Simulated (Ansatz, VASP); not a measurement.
**Two plane-wave programs on SiTe4H**

```
Si Te H
1.0
     2.73553    1.57936    5.43785
    -2.73553    1.57936    5.43785
     0.00000   -3.15872    5.43785
Si Te H
1 4 1
Direct
  0.00000 0.00000 0.00000
  0.82840 0.82840 0.82840
  0.17160 0.17160 0.17160
  0.37854 0.37854 0.37854
  0.62146 0.62146 0.62146
  0.50000 0.50000 0.50000
```

Alike in both runs: functional PBE; k mesh 12 × 12 × 12; occupations gaussian, width 0.1 eV; no spin polarisation.

Ansatz relaxed the structure, and its values are those at the end. VASP's run is a single point on that final structure, the one shown.

```csv
,VASP,Ansatz
version,VASP 6.6.1,Ansatz 0.2.0
potentials or method,"VASP PAW PBE potentials, release 64 (Si, Te, H), cutoff 520 eV","scalar-relativistic, plane waves, PAW"
valence electrons in the cell,29,69
```

```csv
,VASP,Ansatz,Ansatz less VASP
gap on the k mesh at the Fermi level (eV),none,none,-
pressure (GPa),0.0,0.0,+0.05
rms of the force components (eV/Å),0.003,0.002,-0.0007
```

A gap of «none» marks a metal or a gap that the smearing closes. VASP's potentials hold 29 valence electrons a cell and Ansatz's 69, so a difference there can come from the potentials and not from the codes.

Spin-orbit coupling is off throughout.
